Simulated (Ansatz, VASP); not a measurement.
**AlNi in VASP and in Ansatz**

Contents of INCAR:

```
SYSTEM = AlNi
PREC = Accurate
ENCUT = 520
EDIFF = 1E-7
ISMEAR = 0
SIGMA = 0.15
LREAL = .FALSE.
LASPH = .TRUE.
NELM = 60
ALGO = Fast
ISIF = 2
LWAVE = .FALSE.
LCHARG = .FALSE.
GGA = PS
NBANDS = 14
```

The input KPOINTS:

```
Automatic mesh
0
G
  16 16 16
  0 0 0
```

POSCAR

```
AlNi
1.0
    2.0548796087     -2.0548250032      0.0000000000
    2.0548796087      2.0548250032      0.0000000000
    0.0000000000      0.0000000000      2.6394000000
Al Ni
1 1
Direct
    0.0000000000      0.0000000000      0.0000000000
    0.5000000000      0.5000000000      0.5000000000
```

Input for Ansatz:

```yaml
crystal:
  lattice:
    - [2.0548796087, -2.0548250032, 0.0]
    - [2.0548796087, 2.0548250032, 0.0]
    - [0.0, 0.0, 2.6394]
  atoms:
    - { symbol: Al, position: [0.0, 0.0, 0.0] }
    - { symbol: Ni, position: [0.5, 0.5, 0.5] }
basis:
  ecutwfc: 520.0
kpoints:
  mp_grid: { grid: [16, 16, 16] }
hamiltonian:
  xc: pbesol
  pseudopotentials: { kind: paw, azcp: { folder: soft_1 } }
scf:
  occupations: { method: gaussian, width: 0.15 }
output:
  forces: true
  stress: true
  eigenvalues: true
```

Alike in both runs: task single point; functional PBEsol; k mesh 16 × 16 × 16; occupations gaussian, width 0.15 eV; no spin polarisation.

|  | VASP | Ansatz |
| --- | --- | --- |
| version | VASP 6.6.1 | Ansatz 0.2.0 |
| potentials or method | VASP PAW PBE potentials, release 64 (Al, Ni), cutoff 520 eV | scalar-relativistic, plane waves, PAW |
| valence electrons in the cell | 13 | 21 |

Ansatz gave:

* gap on the k mesh at the Fermi level (eV): none
* pressure (GPa): 10.5
* traceless stress, the component that is largest in VASP (GPa): 8.16

Estimate VASP's values.

gap on the k mesh at the Fermi level (eV): none; pressure (GPa): 10.7; traceless stress, the component that is largest in VASP (GPa): 8.30.

VASP's potentials were made for PBE, not for PBEsol, and Ansatz warns of the same on its side. A gap of «none» marks a metal or a gap that the smearing closes. VASP's potentials hold 13 valence electrons a cell and Ansatz's 21, so a difference there can come from the potentials and not from the codes. Ansatz's warnings: near symmetry operations not taken.
